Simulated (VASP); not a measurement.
# Pd in VASP: single point with r2SCAN

Aim: the single point of Pd with r2SCAN.

All numbers are computed with VASP 6.6.1; they aren't measurements. Logs are shortened: lines on timing, memory, paths and dates and some standing lists are left out, and cuts for length are marked.

### 1 The cell of the first run

The typed cell holds 4 atoms: a = 5.109 Å, b = 5.109 Å, c = 4.636 Å, α = 90.00°, β = 90.00°, γ = 148.95°.

### 2 Single point, r2SCAN

Contents of POSCAR:

```
Pd
1.0
    1.3674549806     -4.9229985720      0.0000000000
    1.3674549806      4.9229985720      0.0000000000
    0.0000000000      0.0000000000      4.6359780060
Pd
4
Direct
    0.1308201584      0.8691798416      1.0000208169
    0.6308201584      0.3691798416      0.4999791831
    0.8691798416      0.1308201584     -0.0000208169
    0.3691798416      0.6308201584      0.5000208169
```

Contents of INCAR.step1:

```
SYSTEM = Pd
  PREC = Accurate
  ENCUT = 520
  ISMEAR = 0
  SIGMA = 0.1
  LREAL = .FALSE.
  LASPH = .TRUE.
  NELM = 100
  NBANDS = 28
  GGA = PE
  ALGO = Normal
  EDIFF = 1E-4
  LWAVE = .TRUE.
  LCHARG = .FALSE.
```

Contents of INCAR.step2:

```
SYSTEM = Pd
  PREC = Accurate
  ENCUT = 520
  EDIFF = 1E-6
  ISMEAR = 0
  SIGMA = 0.1
  LREAL = .FALSE.
  LASPH = .TRUE.
  NELM = 100
  ALGO = Normal
  ISIF = 2
  LWAVE = .FALSE.
  LCHARG = .FALSE.
  METAGGA = R2SCAN
  LMIXTAU = .TRUE.
  NBANDS = 28
  ISTART = 1
```

Contents of KPOINTS:

```
regular mesh
0
G
  6 6 4
  0 0 0
```

Potentials or basis: VASP PAW PBE potentials, release 64 (Pd).

On the command line:

```bash
cat potpaw_PBE.64/Pd/POTCAR > POTCAR
cp INCAR.step1 INCAR
mpirun -np 1 vasp_std > vasp.out
cp INCAR.step2 INCAR
mpirun -np 1 vasp_std > vasp.out
```

OUTCAR:

```text
SYSTEM = Pd
   PREC = Accurate
   ENCUT = 520
   EDIFF = 1E-6
   ISMEAR = 0
   LREAL = .FALSE.
   LASPH = .TRUE.
   NELM = 100
   ISIF = 2
   METAGGA = R2SCAN
   ISTART = 1

 ion  position               nearest neighbor table
   1  0.131  0.869  0.000-   3 2.58   2 2.69   2 2.69   2 2.69   2 2.69   3 2.72   3 2.72   4 3.30
                             4 3.30
   2  0.631  0.369  0.500-   4 2.58   1 2.69   1 2.69   1 2.69   1 2.69   4 2.72   4 2.72   3 3.30
                             3 3.30
   3  0.869  0.131  1.000-   1 2.58   4 2.69   4 2.69   4 2.69   4 2.69   1 2.72   1 2.72   2 3.30
                             2 3.30
   4  0.369  0.631  0.500-   2 2.58   3 2.69   3 2.69   3 2.69   3 2.69   2 2.72   2 2.72   1 3.30
                             1 3.30

  LATTYP: Found a base centered orthorhombic cell.
 ALAT       =     2.7349099612
 B/A-ratio  =     3.6001174750
 C/A-ratio  =     1.6951117484

  Lattice vectors:

 A1 = (   1.3674549806,  -4.9229985720,   0.0000000000)
 A2 = (   1.3674549806,   4.9229985720,   0.0000000000)
 A3 = (   0.0000000000,   0.0000000000,   4.6359780060)

Analysis of symmetry for initial positions (statically):
=====================================================================
 Subroutine PRICEL returns:
 Original cell was already a primitive cell.

 Routine SETGRP: Setting up the symmetry group for a
 base centered orthorhombic supercell.

 Subroutine GETGRP returns: Found  8 space group operations
 (whereof  4 operations were pure point group operations)
 out of a pool of  8 trial point group operations.

The static configuration has the point symmetry C_2h.
 The point group associated with its full space group is D_2h.

Analysis of symmetry for dynamics (positions and initial velocities):
=====================================================================
 Subroutine PRICEL returns:
 Original cell was already a primitive cell.

 Routine SETGRP: Setting up the symmetry group for a
 base centered orthorhombic supercell.

 Subroutine GETGRP returns: Found  8 space group operations
 (whereof  4 operations were pure point group operations)
 out of a pool of  8 trial point group operations.

The dynamic configuration has the point symmetry C_2h.
 The point group associated with its full space group is D_2h.

 Subroutine INISYM returns: Found  8 space group operations
 (whereof  4 operations are pure point group operations),
 and found     1 'primitive' translations

----------------------------------------------------------------------------------------

                                     Primitive cell

  volume of cell :      62.4186

  direct lattice vectors                    reciprocal lattice vectors
     1.367454981 -4.922998572  0.000000000     0.365642750 -0.101564116  0.000000000
     1.367454981  4.922998572  0.000000000     0.365642750  0.101564116  0.000000000
     0.000000000  0.000000000  4.635978006     0.000000000  0.000000000  0.215704216

  length of vectors
     5.109388228  5.109388228  4.635978006     0.379486351  0.379486351  0.215704216

  position of ions in fractional coordinates (direct lattice)
     0.130820158  0.869179842  0.000020817
     0.630820158  0.369179842  0.499979183
     0.869179842  0.130820158  0.999979183
     0.369179842  0.630820158  0.500020817

  ion indices of the primitive-cell ions
   primitive index   ion index
                 1           1
                 2           2
                 3           3
                 4           4

----------------------------------------------------------------------------------------

 KPOINTS: regular mesh

Automatic generation of k-mesh.
 Grid dimensions read from file:
 generate k-points for:    6    6    4

 Generating k-lattice:

  Cartesian coordinates                     Fractional coordinates (reciprocal lattice)
     0.060940458 -0.016927353  0.000000000     0.166666667  0.000000000  0.000000000
     0.060940458  0.016927353  0.000000000     0.000000000  0.166666667  0.000000000
     0.000000000  0.000000000  0.053926054     0.000000000  0.000000000  0.250000000

  Length of vectors
     0.063247725  0.063247725  0.053926054

  Shift w.r.t. Gamma in fractional coordinates (k-lattice)
     0.000000000  0.000000000  0.000000000

 Subroutine IBZKPT returns following result:
 ===========================================

 Found     39 irreducible k-points:

 Following reciprocal coordinates:
            Coordinates               Weight
  0.000000  0.000000  0.000000      1.000000
  0.166667 -0.000000  0.000000      4.000000
  0.333333 -0.000000  0.000000      4.000000
  0.500000  0.000000  0.000000      2.000000
  0.166667  0.166667  0.000000      2.000000
  0.333333  0.166667  0.000000      4.000000
[... 16 lines left out ...]
  0.333333  0.333333  0.250000      4.000000
  0.500000  0.333333  0.250000      8.000000
 [... further k-points ...]
   k-points           NKPTS =     39   k-points in BZ     NKDIM =     39   number of bands    NBANDS=     28
   number of dos      NEDOS =    301   number of ions     NIONS =      4
   total plane-waves  NPLWV =  57600
   dimension x,y,z NGX =    40 NGY =   40 NGZ =   36
   dimension x,y,z NGXF=    80 NGYF=   80 NGZF=   72
   ions per type =               4
   NGX,Y,Z   is equivalent  to a cutoff of  13.01, 13.01, 12.91 a.u.
   NGXF,Y,Z  is equivalent  to a cutoff of  26.03, 26.03, 25.82 a.u.
 SYSTEM =  Pd
   PREC   = accura    normal or accurate (medium, high low for compatibility)
   ISTART =      1    job   : 0-new  1-cont  2-samecut
   ICHARG =      0    charge: 1-file 2-atom 10-const
   ISPIN  =      1    spin polarized calculation?
   LNONCOLLINEAR =      F non collinear calculations
   LSORBIT =      F    spin-orbit coupling
   LASPH  =      T    aspherical Exc in radial PAW
   ENCUT  =  520.0 eV  38.22 Ry    6.18 a.u.   9.50  9.50  8.62*2*pi/ulx,y,z
   NELM   =    100;   NELMIN=  2; NELMDL=  0     # of ELM steps
   EDIFF  = 0.1E-05   stopping-criterion for ELM
   LREAL  =      F    real-space projection
   EDIFFG = 0.1E-04   stopping-criterion for IOM
   NSW    =      0    number of steps for IOM
   IBRION =     -1    ionic relax: 0-MD 1-quasi-New 2-CG
   NFREE  =      0    steps in history (QN), initial steepest desc. (CG)
   ISIF   =      2    stress and relaxation
   ISYM   =      2    0-nonsym 1-usesym 2-fastsym
   POTIM  = 0.5000    time-step for ionic-motion
   TEBEG  =    0.0;   TEEND  =   0.0 temperature during run
   PSTRESS=    0.0 pullay stress
   NELECT =      40.0000    total number of electrons
   NUPDOWN=      -1.0000    fix difference up-down
   EMIN   =  10.00;   EMAX   =-10.00  energy-range for DOS
   EFERMI =   0.00;   METHOD = LEGACY
   ISMEAR =     0;   SIGMA  =   0.10  broadening in eV -4-tet -1-fermi 0-gaus
   EFERMI_NEDOS =   21; number of points for ismear=-14 and -15
   IALGO  =     38    algorithm
   IMIX   =      4    mixing-type and parameters
     AMIX     =   0.40;   BMIX     =  1.00
     AMIX_MAG =   1.60;   BMIX_MAG =  1.00
  volume/ion in A,a.u.               =      15.60       105.31
  Fermi-wavevector in a.u.,A,eV,Ry     =   1.411422  2.667200 27.104319  1.992111
  Thomas-Fermi vector in A             =   2.533275
   LORBIT       =      0    0 simple, 1 ext, 2 COOP (PROOUT), +10 PAW based schemes
   METAGGA = R2SCAN    functional components
   LHFCALC =     F    Hartree Fock is set to
   AEXX    =    0.0000 exact exchange contribution
   IVDW    =     0    specifies the selected vdW correction
   LEPSILON=     F    determine dielectric tensor
   LRPA    =     F    only Hartree local field effects (RPA)
 non-spin polarized calculation
 Gauss-broadening in eV      SIGMA  =   0.10
  energy-cutoff  :      520.00
  volume of cell :       62.42
 maximum number of plane-waves:      1698
 NGX is ok and might be reduce to    40
   NGX = 19   NGY = 19   NGZ = 17

 number of electron      40.0000013 magnetization

 Free energy of the ion-electron system (eV)
  ---------------------------------------------------
  ext. energy  EPLUGINS =         0.00000000
  ---------------------------------------------------
  free energy    TOTEN  =       -91.23728592 eV

  energy without entropy =      -91.20652340  energy(sigma->0) =      -91.22190466

 E-fermi :   8.8815     XC(G=0): -13.6628

 val. band max:        8.8801361628   @ k =   0.5000   0.0000   0.2500
 cond. band min:       8.8838133642   @ k =   0.3333   0.3333   0.0000
 fundamental gap:      0.0036772014
 Fermi energy:         8.8814912979

 k-point     1 :       0.0000    0.0000    0.0000
  band No.  band energies     occupation
      1       1.9920      2.00000
      2       3.5439      2.00000
      3       3.6014      2.00000
      4       3.8755      2.00000
      5       3.9247      2.00000
      6       4.4869      2.00000
[... 20 lines left out ...]
     27      16.4015      0.00000
     28      23.9930      0.00000

 k-point     2 :       0.1667   -0.0000    0.0000
  band No.  band energies     occupation
      1       2.7244      2.00000
      2       3.8671      2.00000
      3       4.2289      2.00000
      4       4.3787      2.00000
      5       4.4740      2.00000
      6       4.7677      2.00000
[... 20 lines left out ...]
     27      17.7680      0.00000
     28      21.8170      0.00000

 k-point     3 :       0.3333   -0.0000    0.0000
  band No.  band energies     occupation
      1       4.1892      2.00000
      2       4.6813      2.00000
      3       4.8501      2.00000
      4       4.8534      2.00000
      5       4.9712      2.00000
      6       5.1093      2.00000
[... 20 lines left out ...]
     27      18.0376      0.00000
     28      20.7470      0.00000

 k-point     4 :       0.5000    0.0000    0.0000
  band No.  band energies     occupation
      1       4.4238      2.00000
      2       4.4238      2.00000
      3       4.6987      2.00000
      4       4.6987      2.00000
      5       4.9401      2.00000
      6       4.9401      2.00000
[... 578 lines left out ...]
     27      18.6262      0.00000
     28      24.4538      0.00000

 k-point    23 :       0.3333    0.3333    0.2500
  band No.  band energies     occupation
      1       4.0376      2.00000
      2       4.1453      2.00000
      3       4.3332      2.00000
      4       4.3766      2.00000
      5       4.7671      2.00000
      6       4.8644      2.00000
[... 20 lines left out ...]
     27      21.4001      0.00000
     28      21.5366      0.00000

 k-point    24 :       0.5000    0.3333    0.2500
  band No.  band energies     occupation
      1       3.9638      2.00000
      2       4.2239      2.00000
      3       4.3399      2.00000
      4       4.6457      2.00000
      5       4.8149      2.00000
      6       4.8268      2.00000
[... 20 lines left out ...]
     27      20.5452      0.00000
     28      21.0696      0.00000

 [... further k-points ...]

------------------------ aborting loop because EDIFF is reached ----------------------------------------

  FORCE on cell =-STRESS in cart. coord.  units (eV):
  Direction    XX          YY          ZZ          XY          YZ          ZX
  --------------------------------------------------------------------------------------
  -------------------------------------------------------------------------------------
  Total        0.1087162      0.1759985      0.1898940      0.0000000     -0.0000000      0.0000000
  in kB        2.7905549      4.5175755      4.8742500      0.0000000     -0.0000000      0.0000000
  external PRESSURE =       4.0607935 kB  Pullay stress =       0.0000000 kB

 VOLUME and BASIS-vectors are now :
 -----------------------------------------------------------------------------
  energy-cutoff  :      520.00
  volume of cell :       62.42
      direct lattice vectors                 reciprocal lattice vectors
     1.367454981 -4.922998572  0.000000000     0.365642750 -0.101564116  0.000000000
     1.367454981  4.922998572  0.000000000     0.365642750  0.101564116  0.000000000
     0.000000000  0.000000000  4.635978006     0.000000000  0.000000000  0.215704216

 POSITION                                       TOTAL-FORCE (eV/Angst)
 -----------------------------------------------------------------------------------
      1.36745      3.63494      0.00010         0.000000      0.000383     -0.001866
      1.36745     -1.28805      2.31789         0.000000      0.000383      0.001866
      1.36745     -3.63494      4.63588         0.000000     -0.000383      0.001866
      1.36745      1.28805      2.31809         0.000000     -0.000383     -0.001866
 -----------------------------------------------------------------------------------
    total drift:                               -0.000000     -0.000000     -0.000000

  FREE ENERGIE OF THE ION-ELECTRON SYSTEM (eV)
  ---------------------------------------------------
  free  energy   TOTEN  =       -91.2372859158 eV

  energy  without entropy=      -91.2065234048  energy(sigma->0) =      -91.22190466
```

It took 4.7 min on 1 thread of Intel Xeon Platinum 8259CL at 2.50GHz (Skylake/Cascade Lake), shared host; peak memory 0.26 GiB.

What came out:

```
Free energy            : -91.2373 eV
Pressure               : 0.4 GPa
Band gap on the k mesh : zero (bands 20 and 21 overlap by 1.29 eV)
```

Levels at points of the mesh, in eV from the Fermi level:
```tsv
k point	band 16	band 17	band 18	band 19	band 20	band 21	band 22	band 23	band 24	band 25
(0.00, 0.00, 0.00)	-1.38	-0.83	-0.37	0.19	0.26	0.52	0.59	1.14	5.78	6.95
(0.50, 0.00, 0.00)	-1.53	-1.23	-1.23	-0.02	-0.02	2.80	2.80	5.78	5.78	9.87
(0.50, 0.50, 0.00)	-1.29	-1.17	-0.75	-0.32	0.03	0.12	0.33	4.19	4.81	6.99
(0.00, 0.00, 0.50)	-1.48	-1.44	-1.44	-1.05	-1.05	-1.03	-1.03	4.40	4.40	6.11
(0.50, 0.00, 0.50)	-0.67	0.13	0.13	0.20	0.20	2.63	2.63	4.52	4.52	6.70
(0.50, 0.50, 0.50)	-1.69	-1.27	-1.27	-0.39	-0.39	-0.36	-0.36	-0.15	-0.15	13.53
```

Caveat: the k points lie up to 0.40 Å⁻¹ apart, too coarse for converged energies and pressures of a metal; the PAW data sets were made with another functional, which shifts forces and pressure a little.
